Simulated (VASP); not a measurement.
A run of VASP 6.6.1:

File INCAR:

```
ALGO = Normal
EDIFF = 1E-6
ENCUT = 520
GGA = PE
ISIF = 2
ISMEAR = 0
IVDW = 12
LASPH = True
LCHARG = False
LREAL = False
LWAVE = False
NBANDS = 34
NELM = 60
PREC = Accurate
SIGMA = 0.02
```

File KPOINTS:

```
k-points
0
Gamma
  6 6 2
```

File POSCAR:

```
SrCdCl4
1.0
    4.1181746123      0.0000000000      0.0000000000
   -2.0590873062      3.5664438315      0.0000000000
    0.0000000000      0.0000000000     11.4527769313
Sr Cd Cl
1 1 4
Direct
    0.0000000000      0.0000000000      0.0000000000
    0.0000000000      0.0000000000      0.5000000000
    0.3333333333      0.6666666667      0.8638949728
    0.6666666667      0.3333333333      0.1361050272
    0.3333333333      0.6666666667      0.3861140193
    0.6666666667      0.3333333333      0.6138859807
```

Potentials or basis: VASP PAW PBE potentials, release 64 (Sr_sv, Cd, Cl).

Command:

```console
$ cat potpaw_PBE.64/Sr_sv/POTCAR potpaw_PBE.64/Cd/POTCAR potpaw_PBE.64/Cl/POTCAR > POTCAR
$ mpirun -np 1 vasp_std > vasp.out
```

Hardware: 1 thread of Intel(R) Xeon(R) Platinum 8375C CPU @ 2.90GHz (Ice Lake), with other jobs on the host.

Q: Estimate the wall time of this run.

A: Wall time 76 s on 1 thread of Intel(R) Xeon(R) Platinum 8375C CPU @ 2.90GHz (Ice Lake), with other jobs on the host, peak memory 0.34 GiB. Counts: scf iterations 17, k points 14.
